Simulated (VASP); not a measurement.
Write the native input for VASP 6.6.1 that does the following.

```yaml
Task: single point
Functional: r2SCAN
Potentials_or_basis: VASP PAW PBE potentials, release 64 (Al, N)
Cutoff: 520 eV
k_mesh: 8 × 8 × 3
Occupations: gaussian, width 0.05 eV
Spin: no spin polarisation
Dipole_correction: no
Further_INCAR_settings: ALGO = Normal; EDIFF = 1e-06; NBANDS = 26
```

AlN:

```
Al N
1.0
    -3.11100    0.00000    0.00000
    -1.55550   -2.69421    0.00000
     0.00000    0.00000   11.95600
Al N
4 4
Direct
  0.33333 0.33333 0.75257
  0.33333 0.33333 0.33621
  0.66667 0.66667 0.12803
  0.66667 0.66667 0.54439
  0.33333 0.33333 0.08015
  0.33333 0.33333 0.49651
  0.66667 0.66667 0.28833
  0.66667 0.66667 0.70469
```

These files were run (other wordings do the same):

POSCAR

```
AlN
1.0
   -3.1110021516      0.0000000000      0.0000000000
   -1.5555010758     -2.6942068945      0.0000000000
    0.0000000000      0.0000000000     11.9560000000
Al N
4 4
Direct
    0.3333333333      0.3333333333      0.7525706758
    0.3333333333      0.3333333333      0.3362106892
    0.6666666667      0.6666666667      0.1280306959
    0.6666666667      0.6666666667      0.5443906825
    0.3333333333      0.3333333333      0.0801492974
    0.3333333333      0.3333333333      0.4965092840
    0.6666666667      0.6666666667      0.2883292907
    0.6666666667      0.6666666667      0.7046892774
```

INCAR.step1

```
ALGO = Normal ; EDIFF = 1E-4
ENCUT = 520 ; GGA = PE
ISMEAR = 0 ; LASPH = T
LCHARG = F ; LREAL = F
LWAVE = T ; NBANDS = 26
NELM = 60 ; PREC = Accurate
SIGMA = 0.05
```

INCAR.step2

```
ALGO = Normal ; EDIFF = 1E-6
ENCUT = 520 ; ISIF = 2
ISMEAR = 0 ; ISTART = 1
LASPH = T ; LCHARG = F
LMIXTAU = T ; LREAL = F
LWAVE = F ; METAGGA = R2SCAN
NBANDS = 26 ; NELM = 60
PREC = Accurate ; SIGMA = 0.05
```

KPOINTS

```
k-points
0
Gamma
  8 8 3
```

Potentials or basis: VASP PAW PBE potentials, release 64 (Al, N).

Command:

```console
$ cat potpaw_PBE.64/Al/POTCAR potpaw_PBE.64/N/POTCAR > POTCAR
$ cp INCAR.step1 INCAR
$ mpirun -np 1 vasp_std > vasp.out
$ cp INCAR.step2 INCAR
$ mpirun -np 1 vasp_std > vasp.out
```

It gave:

| Item | Value |
| --- | --- |
| Pressure | -3.3 GPa |
| Largest force | 2.474 eV/Å |
| Band gap on the k mesh | zero (band 16 reaches 5.85 eV, above the bottom of band 17 at 5.78 eV) |

Caveat: the PAW data sets were made with another functional, which shifts forces and pressure a little.

Run time: 4 min on 1 thread of Intel(R) Xeon(R) Platinum 8259CL CPU @ 2.50GHz (Skylake/Cascade Lake), on a shared host, peak memory 0.24 GiB.
